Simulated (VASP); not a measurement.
Runs of VASP 6.6.1 on GaAs. The structure is that of space group F-43m (No. 216), or close to it. The cells are those of the table. 

```csv
task,level,cell,gap on the mesh (eV),pressure (GPa)
single point,PBE,"a = 4.024 Å, angles 60.0°, 2 atoms",0.37,2.0
relaxation of the atoms,PBE,"atoms relaxed from a = 3.916 Å, angles 60.0°, 2 atoms",1.00,8.9
electric field gradients,PBEsol,"a = 3.998 Å, angles 60.0°, 2 atoms",0.46,0.4
single point,PBE,"a = 4.050 Å, angles 60.0°, 2 atoms",0.23,0.7
relaxation of the atoms,PBE,"atoms relaxed from a = 4.076 Å, angles 60.0°, 2 atoms",0.09,-0.4
single point,PBE,"a = 3.944 Å, angles 60.0°, 2 atoms",(d),6.9
single point,PBE,"a = 4.038, b = 4.038, c = 3.998 Å, angles 60.3, 60.3, 59.3°, 2 atoms",(b),2.0
single point,PBE,"a = 3.958, b = 3.958, c = 3.998 Å, angles 59.7, 59.7, 60.7°, 2 atoms",(c),(a)
```

Alike in all rows: potentials or basis VASP PAW PBE potentials, release 64 (Ga_d, As); no spin polarisation; k mesh 13 × 13 × 13; cutoff (eV) 520; smearing fermi-dirac 0.02 eV.

Problem. Estimate the missing entries.

Solution. (a) 5.1; (b) 0.33; (c) 0.60; (d) 0.83.

Caveats: the relaxation stopped at its first step, so nothing moved (some runs); the PAW data sets were made with another functional, which shifts forces and pressure a little (some runs).

A k mesh can miss the band edges, and the runs leave out spin-orbit coupling on As, Ga.
